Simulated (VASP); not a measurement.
LiSi16 (a cell with a defect), 17 atoms in the cell. The cell holds a defect, 17 atoms: a = 7.679 Å, b = 7.679 Å, c = 7.679 Å, α = 60.00°, β = 60.00°, γ = 60.00°. 

- Program: VASP 6.6.1
- Task: single point
- Functional: PBE
- Dispersion: D3(BJ)
- Potentials or basis: VASP PAW PBE potentials, release 64 (Si, Li_sv)
- Cutoff: 520 eV
- k mesh: 2 × 2 × 2
- Occupations: fermi-dirac, width 0.05 eV
- Spin: no spin polarisation
- Dipole correction: no
- Charge: 1
- Further INCAR settings: LREAL = Auto; ALGO = Normal; EDIFF = 1e-06; NBANDS = 48; NELECT = 66.0

Potentials or basis: VASP PAW PBE potentials, release 64 (Si, Li_sv).

Launch:

```console
$ cat potpaw_PBE.64/Si/POTCAR potpaw_PBE.64/Li_sv/POTCAR > POTCAR
$ mpirun -np 1 vasp_std > vasp.out
```

Hardware: 1 thread of Intel(R) Xeon(R) Platinum 8488C (Sapphire Rapids) (shared host).

**Question.** Estimate the wall time of this run.

**Answer.** Run time: 110 s on 1 thread of Intel(R) Xeon(R) Platinum 8488C (Sapphire Rapids), with other jobs on the host, peak memory 0.47 GiB. Counts: scf iterations 14, k points 6.
